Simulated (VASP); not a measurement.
Wanted: the native input for a VASP 6.6.1 run.

| Quantity | Value |
| --- | --- |
| Task | single point |
| Functional | LDA |
| Potentials or basis | VASP PAW LDA potentials, release 64 (K_sv, Cl) |
| Cutoff | 400 eV |
| k mesh | 5 × 5 × 5 |
| Occupations | gaussian, width 0.01 eV |
| Spin | no spin polarisation |
| Dipole correction | no |
| Further INCAR settings | ALGO = Normal; EDIFF = 1e-06; NBANDS = 15 |

The structure of KCl lies in POSCAR:

```
KCl
1.0
    0.0000000000      3.1464700000      3.1464700000
    3.1464700000      0.0000000000      3.1464700000
    3.1464700000      3.1464700000      0.0000000000
K Cl
1 1
Direct
   -0.0041093670     -0.0082501978     -0.0153810461
    0.5045320629      0.5090994035      0.5169640899
```

These files were run (other wordings do the same):

INCAR

```
SYSTEM = KCl
  PREC = Accurate
  ENCUT = 400
  EDIFF = 1E-6
  ISMEAR = 0
  SIGMA = 0.01
  LREAL = .FALSE.
  LASPH = .TRUE.
  NELM = 120
  ALGO = Normal
  ISIF = 2
  LWAVE = .FALSE.
  LCHARG = .FALSE.
  NBANDS = 15
  GGA_COMPAT = .FALSE.
```

KPOINTS

```
regular mesh
0
G
  5 5 5
  0 0 0
```

Potentials or basis: VASP PAW LDA potentials, release 64 (K_sv, Cl).

The run is started by

```console
$ cat potpaw_LDA.64/K_sv/POTCAR potpaw_LDA.64/Cl/POTCAR > POTCAR
$ mpirun -np 1 vasp_std > vasp.out
```

Results of the run:

The pressure is -1.6 GPa, the largest force is 0.240 eV/Å and the band gap on the k mesh is 4.76 eV.

Wall time 33 s on 1 thread of Intel Xeon 8259CL (shared host), peak memory 0.17 GiB.
